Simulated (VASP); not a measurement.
Set up this calculation in VASP 6.6.1, as the native input.

| Item | Value |
| --- | --- |
| Task | single point |
| Functional | PBEsol |
| Potentials or basis | VASP PAW PBE potentials, release 64 (K_sv) |
| Cutoff | 520 eV |
| k mesh | 14 × 14 × 14 |
| Occupations | gaussian, width 0.15 eV |
| Spin | no spin polarisation |
| Dipole correction | no |
| Further INCAR settings | ALGO = Fast; EDIFF = 1e-06; NBANDS = 10 |

The structure of K lies in POSCAR:

```
K
1.0
   -1.6817441141      2.7054144445      2.7054144445
    2.7054144445     -1.6817441141      2.7054144445
    2.7054144445      2.7054144445     -1.6817441141
K
1
Direct
    0.0000000000      0.0000000000      0.0000000000
```

This cell differs from its parent crystal: ratio of the length along [111] to the lengths across it x 1.7, volume and fractional coordinates fixed.

The input as run:

INCAR

```
ALGO     = Fast           # electronic algorithm
EDIFF    = 1E-6           # SCF threshold, eV
ENCUT    = 520            # plane-wave cutoff, eV
GGA      = PS             # functional
ISIF     = 2              # what is computed and relaxed
ISMEAR   = 0              # smearing method
LASPH    = T              # aspherical terms in the spheres
LCHARG   = T              # write CHGCAR
LELF     = T              # ELF
LREAL    = F              # projectors in reciprocal space
LVHAR    = T            
LWAVE    = F              # write WAVECAR
NBANDS   = 10             # bands
NELM     = 60             # most SCF steps
PREC     = Accurate       # precision mode
SIGMA    = 0.15           # smearing width, eV
```

KPOINTS

```
k-points
0
Gamma
  14 14 14
```

Potentials or basis: VASP PAW PBE potentials, release 64 (K_sv).

The run is started by

```console
$ cat potpaw_PBE.64/K_sv/POTCAR > POTCAR
$ mpirun -np 1 vasp_std > vasp.out
```

It gave:

```yaml
Pressure: 0.2 GPa
Band_gap_on_the_k_mesh: zero (an odd number of electrons rules out a gap without spin polarisation)
```

Caveat: the PAW data sets were made with another functional, which shifts forces and pressure a little.

Wall time 2.3 min on 1 thread of Intel(R) Xeon(R) Platinum 8375C CPU @ 2.90GHz (Ice Lake), with other jobs on the host, peak memory 0.31 GiB.
